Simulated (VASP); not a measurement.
# SrB (Fm-3m) in VASP: density of states with PBE

Aim: the density of states of SrB with PBE.

All numbers are computed with VASP 6.6.1; they aren't measurements. Logs are shortened: lines on timing, memory, paths and dates and some standing lists are left out, and cuts for length are marked.

### 1 The cell of the first run

It takes space group Fm-3m (No. 225, cubic). Conventional cell: a = 5.964 Å, b = 5.964 Å, c = 5.964 Å, α = 90.00°, β = 90.00°, γ = 90.00°. Sr (site symmetry m-3m) has 6 B at 2.98 Å within 3.9 Å. Within 3.9 Å of B (site symmetry m-3m) lie 6 Sr at 2.98 Å.

### 2 Density of states, PBE

POSCAR reads:

```
SrB
1.0
    0.0000000000      2.9818338199      2.9818338199
    2.9818338199      0.0000000000      2.9818338199
    2.9818338199      2.9818338199      0.0000000000
Sr B
1 1
Direct
    0.0000000000      0.0000000000      0.0000000000
    0.5000000000      0.5000000000      0.5000000000
```

INCAR.step1 reads:

```
SYSTEM = SrB
PREC = Accurate ; ENCUT = 520
EDIFF = 1E-6 ; ISMEAR = 0
SIGMA = 0.1 ; LREAL = .FALSE.
LASPH = .TRUE. ; NELM = 100
ALGO = Normal ; ISIF = 2
LWAVE = .FALSE. ; LCHARG = .TRUE.
GGA = PE ; NBANDS = 14
```

KPOINTS.step1 reads:

```
Automatic mesh
0
G
  16 16 16
  0 0 0
```

INCAR.step2 reads:

```
SYSTEM = SrB
PREC = Accurate ; ENCUT = 520
EDIFF = 1E-6 ; ISMEAR = -5
SIGMA = 0.1 ; LREAL = .FALSE.
LASPH = .TRUE. ; NELM = 100
ALGO = Normal ; ISIF = 2
LWAVE = .FALSE. ; LCHARG = .FALSE.
GGA = PE ; LORBIT = 11
NBANDS = 14 ; NEDOS = 1001
ICHARG = 11
```

KPOINTS.step2 reads:

```
Automatic mesh
0
G
  24 24 24
  0 0 0
```

Potentials or basis: VASP PAW PBE potentials, release 64 (Sr_sv, B).

The run is started by

```console
cat potpaw_PBE.64/Sr_sv/POTCAR potpaw_PBE.64/B/POTCAR > POTCAR
cp INCAR.step1 INCAR
cp KPOINTS.step1 KPOINTS
mpirun -np 1 vasp_std > vasp.out
cp INCAR.step2 INCAR
cp KPOINTS.step2 KPOINTS
mpirun -np 1 vasp_std > vasp.out
```

OUTCAR:

```text
SYSTEM = SrB
   PREC = Accurate
   ENCUT = 520
   EDIFF = 1E-6
   ISMEAR = -5
   LREAL = .FALSE.
   LASPH = .TRUE.
   NELM = 100
   ISIF = 2
   GGA = PE
   LORBIT = 11
   ICHARG = 11

 ion  position               nearest neighbor table
   1  0.000  0.000  0.000-   2 2.98   2 2.98   2 2.98   2 2.98   2 2.98   2 2.98
   2  0.500  0.500  0.500-   1 2.98   1 2.98   1 2.98   1 2.98   1 2.98   1 2.98

  LATTYP: Found a face centered cubic cell.
 ALAT       =     5.9636676398

  Lattice vectors:

 A1 = (   0.0000000000,   2.9818338199,   2.9818338199)
 A2 = (   2.9818338199,   0.0000000000,   2.9818338199)
 A3 = (   2.9818338199,   2.9818338199,   0.0000000000)

Analysis of symmetry for initial positions (statically):
=====================================================================
 Subroutine PRICEL returns:
 Original cell was already a primitive cell.

 Routine SETGRP: Setting up the symmetry group for a
 face centered cubic supercell.

 Subroutine GETGRP returns: Found 48 space group operations
 (whereof 48 operations were pure point group operations)
 out of a pool of 48 trial point group operations.

The static configuration has the point symmetry O_h .

Analysis of symmetry for dynamics (positions and initial velocities):
=====================================================================
 Subroutine PRICEL returns:
 Original cell was already a primitive cell.

 Routine SETGRP: Setting up the symmetry group for a
 face centered cubic supercell.

 Subroutine GETGRP returns: Found 48 space group operations
 (whereof 48 operations were pure point group operations)
 out of a pool of 48 trial point group operations.

The dynamic configuration has the point symmetry O_h .

 Subroutine INISYM returns: Found 48 space group operations
 (whereof 48 operations are pure point group operations),
 and found     1 'primitive' translations

----------------------------------------------------------------------------------------

                                     Primitive cell

  volume of cell :      53.0250

  direct lattice vectors                    reciprocal lattice vectors
     0.000000000  2.981833820  2.981833820    -0.167682047  0.167682047  0.167682047
     2.981833820  0.000000000  2.981833820     0.167682047 -0.167682047  0.167682047
     2.981833820  2.981833820  0.000000000     0.167682047  0.167682047 -0.167682047

  length of vectors
     4.216949829  4.216949829  4.216949829     0.290433826  0.290433826  0.290433826

  position of ions in fractional coordinates (direct lattice)
     0.000000000  0.000000000  0.000000000
     0.500000000  0.500000000  0.500000000

  ion indices of the primitive-cell ions
   primitive index   ion index
                 1           1
                 2           2

----------------------------------------------------------------------------------------

 KPOINTS: Automatic mesh

Automatic generation of k-mesh.
 Grid dimensions read from file:
 generate k-points for:   24   24   24

 Generating k-lattice:

  Cartesian coordinates                     Fractional coordinates (reciprocal lattice)
    -0.006986752  0.006986752  0.006986752     0.041666667  0.000000000  0.000000000
     0.006986752 -0.006986752  0.006986752     0.000000000  0.041666667  0.000000000
     0.006986752  0.006986752 -0.006986752     0.000000000  0.000000000  0.041666667

  Length of vectors
     0.012101409  0.012101409  0.012101409

  Shift w.r.t. Gamma in fractional coordinates (k-lattice)
     0.000000000  0.000000000  0.000000000

 TETIRR: Found   1864 inequivalent tetrahedra from    82944

 Subroutine IBZKPT returns following result:
 ===========================================

 Found    413 irreducible k-points:

 Following reciprocal coordinates:
            Coordinates               Weight
  0.000000  0.000000  0.000000      1.000000
  0.041667  0.000000  0.000000      8.000000
  0.083333  0.000000  0.000000      8.000000
  0.125000  0.000000  0.000000      8.000000
  0.166667  0.000000  0.000000      8.000000
  0.208333  0.000000  0.000000      8.000000
[... 16 lines left out ...]
  0.416667  0.041667  0.000000     24.000000
  0.458333  0.041667  0.000000     24.000000
 [... further k-points ...]
   k-points           NKPTS =    413   k-points in BZ     NKDIM =    413   number of bands    NBANDS=     14
   number of dos      NEDOS =   1001   number of ions     NIONS =      2
   total plane-waves  NPLWV =  32768
   dimension x,y,z NGX =    32 NGY =   32 NGZ =   32
   dimension x,y,z NGXF=    64 NGYF=   64 NGZF=   64
   ions per type =               1   1
   NGX,Y,Z   is equivalent  to a cutoff of  12.62, 12.62, 12.62 a.u.
   NGXF,Y,Z  is equivalent  to a cutoff of  25.23, 25.23, 25.23 a.u.
 SYSTEM =  SrB
   PREC   = accura    normal or accurate (medium, high low for compatibility)
   ISTART =      0    job   : 0-new  1-cont  2-samecut
   ICHARG =     11    charge: 1-file 2-atom 10-const
   ISPIN  =      1    spin polarized calculation?
   LNONCOLLINEAR =      F non collinear calculations
   LSORBIT =      F    spin-orbit coupling
   LASPH  =      T    aspherical Exc in radial PAW
   ENCUT  =  520.0 eV  38.22 Ry    6.18 a.u.   7.84  7.84  7.84*2*pi/ulx,y,z
   NELM   =    100;   NELMIN=  2; NELMDL=  0     # of ELM steps
   EDIFF  = 0.1E-05   stopping-criterion for ELM
   LREAL  =      F    real-space projection
   EDIFFG = 0.1E-04   stopping-criterion for IOM
   NSW    =      0    number of steps for IOM
   IBRION =     -1    ionic relax: 0-MD 1-quasi-New 2-CG
   NFREE  =      0    steps in history (QN), initial steepest desc. (CG)
   ISIF   =      2    stress and relaxation
   ISYM   =      2    0-nonsym 1-usesym 2-fastsym
   POTIM  = 0.5000    time-step for ionic-motion
   TEBEG  =    0.0;   TEEND  =   0.0 temperature during run
   PSTRESS=    0.0 pullay stress
   NELECT =      13.0000    total number of electrons
   NUPDOWN=      -1.0000    fix difference up-down
   EMIN   =  10.00;   EMAX   =-10.00  energy-range for DOS
   EFERMI =   0.00;   METHOD = LEGACY
   ISMEAR =    -5;   SIGMA  =   0.10  broadening in eV -4-tet -1-fermi 0-gaus
   EFERMI_NEDOS =   21; number of points for ismear=-14 and -15
   IALGO  =     38    algorithm
   IMIX   =      4    mixing-type and parameters
     AMIX     =   0.40;   BMIX     =  1.00
     AMIX_MAG =   1.60;   BMIX_MAG =  1.00
  volume/ion in A,a.u.               =      26.51       178.92
  Fermi-wavevector in a.u.,A,eV,Ry     =   1.024619  1.936250 14.284003  1.049845
  Thomas-Fermi vector in A             =   2.158416
   LORBIT       =     11    0 simple, 1 ext, 2 COOP (PROOUT), +10 PAW based schemes
   GGA     = PE    functional components
   LHFCALC =     F    Hartree Fock is set to
   AEXX    =    0.0000 exact exchange contribution
   IVDW    =     0    specifies the selected vdW correction
   LEPSILON=     F    determine dielectric tensor
   LRPA    =     F    only Hartree local field effects (RPA)
 non-spin polarized calculation
 Fermi weights with tetrahedron method with Bloechl corrections
  energy-cutoff  :      520.00
  volume of cell :       53.02
 maximum number of plane-waves:      1458

 number of electron      13.0000000 magnetization

 Free energy of the ion-electron system (eV)
  ---------------------------------------------------
  ext. energy  EPLUGINS =         0.00000000
  ---------------------------------------------------
  free energy    TOTEN  =        -5.94854989 eV

  energy without entropy =       -5.94854989  energy(sigma->0) =       -5.94854989

 E-fermi :   1.6796     XC(G=0):  -8.6490

 val. band max:        1.6831374480   @ k =   0.2083   0.1667   0.0417
 cond. band min:       1.6749337529   @ k =  -0.4167   0.0833   0.0000
 fundamental gap:     -0.0082036951
 Fermi energy:         1.6796120794

 k-point     1 :       0.0000    0.0000    0.0000
  band No.  band energies     occupation
      1     -33.0124      2.00000
      2     -14.9529      2.00000
      3     -14.9529      2.00000
      4     -14.9529      2.00000
      5      -4.9620      2.00000
      6       3.3154      0.00000
      7       3.3154      0.00000
      8       3.3154      0.00000
      9       5.2165      0.00000
     10       5.2165      0.00000
     11       5.2165      0.00000
     12       6.4906      0.00000
     13       6.4906      0.00000
     14       6.5970      0.00000

 k-point     2 :       0.0417    0.0000    0.0000
  band No.  band energies     occupation
      1     -33.0120      2.00000
      2     -14.9582      2.00000
      3     -14.9534      2.00000
      4     -14.9534      2.00000
      5      -4.9403      2.00000
      6       3.2052      0.00000
      7       3.2610      0.00000
      8       3.2610      0.00000
      9       5.2435      0.00000
     10       5.2523      0.00000
     11       5.2523      0.00000
     12       6.5618      0.00000
     13       6.5618      0.00000
     14       6.6664      0.00000
[... 343 lines left out ...]
      1     -32.9948      2.00000
      2     -15.2194      2.00000
      3     -14.9816      2.00000
      4     -14.9795      2.00000
      5      -3.4792      2.00000
      6      -0.1172      2.00000
      7       1.7078      0.04672
      8       1.7706      0.00000
      9       6.2287      0.00000
     10       7.2684      0.00000
     11       7.4513      0.00000
     12       8.0488      0.00000
     13       9.7224      0.00000
     14      10.1661      0.00000

 k-point    24 :       0.4583    0.0417    0.0000
  band No.  band energies     occupation
      1     -32.9936      2.00000
      2     -15.2360      2.00000
      3     -14.9823      2.00000
      4     -14.9821      2.00000
      5      -3.3305      2.00000
      6      -0.3293      2.00000
      7       1.6509      2.02387
      8       1.6948      0.22751
      9       6.5175      0.00000
     10       7.5333      0.00000
     11       7.6402      0.00000
     12       7.7437      0.00000
     13      10.1024      0.00000
     14      10.4834      0.00000

 [... further k-points ...]

------------------------ aborting loop because EDIFF is reached ----------------------------------------

  FORCE on cell =-STRESS in cart. coord.  units (eV):
  Direction    XX          YY          ZZ          XY          YZ          ZX
  --------------------------------------------------------------------------------------
  -------------------------------------------------------------------------------------
  Total        0.0143291      0.0143291      0.0143291      0.0000000      0.0000000      0.0000000
  in kB        0.4329613      0.4329613      0.4329613      0.0000000      0.0000000      0.0000000
  external PRESSURE =       0.4329613 kB  Pullay stress =       0.0000000 kB

 VOLUME and BASIS-vectors are now :
 -----------------------------------------------------------------------------
  energy-cutoff  :      520.00
  volume of cell :       53.02
      direct lattice vectors                 reciprocal lattice vectors
     0.000000000  2.981833820  2.981833820    -0.167682047  0.167682047  0.167682047
     2.981833820  0.000000000  2.981833820     0.167682047 -0.167682047  0.167682047
     2.981833820  2.981833820  0.000000000     0.167682047  0.167682047 -0.167682047

 POSITION                                       TOTAL-FORCE (eV/Angst)
 -----------------------------------------------------------------------------------
      0.00000      0.00000      0.00000         0.000000     -0.000000      0.000000
      2.98183      2.98183      2.98183        -0.000000      0.000000     -0.000000
 -----------------------------------------------------------------------------------
    total drift:                                0.000000     -0.000000     -0.000000

  FREE ENERGIE OF THE ION-ELECTRON SYSTEM (eV)
  ---------------------------------------------------
  free  energy   TOTEN  =        -5.9485498903 eV

  energy  without entropy=       -5.9485498903  energy(sigma->0) =       -5.94854989

 total charge

# of ion       s       p       d       tot
------------------------------------------
    1        2.033   5.774   0.197   8.004
    2        0.816   0.687   0.000   1.503
--------------------------------------------------
tot          2.848   6.461   0.197   9.506
```

It took 2.3 min on 1 thread of AMD EPYC 9R45 (Zen 5), shared host; peak memory 0.4 GiB.

Results:

```yaml
Valence_electrons_inside_the_program's_atomic_spheres: Sr 8.00; B 1.50
```

Levels at points of the mesh, in eV from the Fermi level:
```tsv
k point	band 2	band 3	band 4	band 5	band 6	band 7	band 8	band 9	band 10	band 11
(0.00, 0.00, 0.00)	-16.63	-16.63	-16.63	-6.64	1.64	1.64	1.64	3.54	3.54	3.54
(0.50, 0.00, 0.00)	-16.93	-16.66	-16.66	-4.92	-2.15	-0.04	-0.04	5.17	5.78	6.00
(0.50, 0.50, 0.00)	-16.88	-16.73	-16.73	-5.50	-0.68	0.89	0.89	1.42	6.00	6.40
```

Caveat: tetrahedron occupations give inexact forces and stress in metals.
